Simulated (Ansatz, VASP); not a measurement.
As3O2 in VASP and in Ansatz

```
As O
1.0
     2.49708   -4.74317    0.00000
     2.49708    4.74317    0.00000
     0.00000    0.00000    3.70164
As O
3 2
Direct
  0.73254 0.26746 0.00000
  0.26746 0.73254 0.00000
  0.00000 0.00000 0.00000
  0.50000 0.50000 0.00000
  0.50000 0.50000 0.50000
```

Alike in both runs: functional PBE; k mesh 10 × 10 × 10; occupations gaussian, width 0.1 eV; no spin polarisation.

Ansatz relaxed the structure, and its values are those at the end. VASP's run is a single point on that final structure, the one shown.

```csv
,VASP,Ansatz
version,VASP 6.6.1,Ansatz 0.2.0
potentials or method,"VASP PAW PBE potentials, release 64 (As, O), cutoff 520 eV","scalar-relativistic, plane waves, PAW"
valence electrons in the cell,27,57
```

Ansatz gave:

| Item | Value |
| --- | --- |
| gap on the k mesh at the Fermi level (eV) | none |
| pressure (GPa) | 0.0 |
| rms of the force components (eV/Å) | 0.000 |

Q: Estimate VASP's values.

A: gap on the k mesh at the Fermi level (eV): none; pressure (GPa): 0.1; rms of the force components (eV/Å): 0.007.

A gap of «none» marks a metal or a gap that the smearing closes. VASP's potentials hold 27 valence electrons a cell and Ansatz's 57, so a difference there can come from the potentials and not from the codes.
